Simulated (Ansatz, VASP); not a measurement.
# AlAs: VASP beside Ansatz

The input POSCAR:

```
AlAs
1.0
    0.0000000000      2.8389246376      2.8389246376
    2.8389246376      0.0000000000      2.8389246376
    2.8389246376      2.8389246376      0.0000000000
Al As
1 1
Direct
    0.0000000000      0.0000000000      0.0000000000
    0.2500000000      0.2500000000      0.2500000000
```

Contents of INCAR.step1:

```
ALGO     = Normal         # electronic algorithm
EDIFF    = 1E-5           # SCF threshold, eV
ENCUT    = 550            # plane-wave cutoff, eV
GGA      = PE             # functional
GGA_COMPAT= False        
ISMEAR   = 0              # smearing method
LASPH    = True           # aspherical terms in the spheres
LCHARG   = False          # write CHGCAR
LREAL    = False          # projectors in reciprocal space
LWAVE    = True           # write WAVECAR
NBANDS   = 11             # bands
NELM     = 120            # most SCF steps
PREC     = Accurate       # precision mode
SIGMA    = 0.01           # smearing width, eV
```

INCAR.step2

```
ALGO     = Normal         # electronic algorithm
EDIFF    = 1E-6           # SCF threshold, eV
ENCUT    = 550            # plane-wave cutoff, eV
GGA_COMPAT= False        
ISIF     = 2              # what is computed and relaxed
ISMEAR   = 0              # smearing method
ISTART   = 1            
LASPH    = True           # aspherical terms in the spheres
LCHARG   = False          # write CHGCAR
LMIXTAU  = True         
LREAL    = False          # projectors in reciprocal space
LWAVE    = False          # write WAVECAR
METAGGA  = R2SCAN         # meta-GGA
NBANDS   = 11             # bands
NELM     = 120            # most SCF steps
PREC     = Accurate       # precision mode
SIGMA    = 0.01           # smearing width, eV
```

Contents of KPOINTS:

```
k-points
0
Gamma
  4 4 4
```

Input for Ansatz:

```yaml
crystal:
  lattice:
    - [0.0, 2.8389246376, 2.8389246376]
    - [2.8389246376, 0.0, 2.8389246376]
    - [2.8389246376, 2.8389246376, 0.0]
  atoms:
    - { symbol: Al, position: [0.0, 0.0, 0.0] }
    - { symbol: As, position: [0.25, 0.25, 0.25] }
kpoints:
  mp_grid: { grid: [4, 4, 4] }
hamiltonian:
  xc: r2scan
scf:
  occupations: { method: fixed }
output:
  optics:
    e_range: [0, 20]
    de: 0.2
    sigma: 0.25
    scissors: 0
    scheme: gaussian
    bands: { spectra_wanted_up_to: 20 }
  write_density: true
  write_potential: true
  elf: true
  volumetric_format: npy
```

Alike in both runs: task single point; functional r2SCAN; k mesh 4 × 4 × 4; no spin polarisation.

|  | VASP | Ansatz |
| --- | --- | --- |
| version | VASP 6.6.1 | Ansatz 0.2.0 |
| potentials or method | VASP PAW PBE potentials, release 64 (Al, As) | plane waves, PAW |
| plane-wave cutoff (eV) | 550 | 500 |
| occupations | gaussian, width 0.01 eV | fixed |
| valence electrons in the cell | 8 | 18 |

|  | VASP | Ansatz | Ansatz less VASP |
| --- | --- | --- | --- |
| gap on the k mesh at the Fermi level (eV) | 1.78 | 1.79 | +0.009 |

VASP's potentials were made for PBE, not for r2SCAN. VASP's potentials hold 8 valence electrons a cell and Ansatz's 18, so a difference there can come from the potentials and not from the codes.

The k mesh is coarse, so the values compare programs but aren't converged.
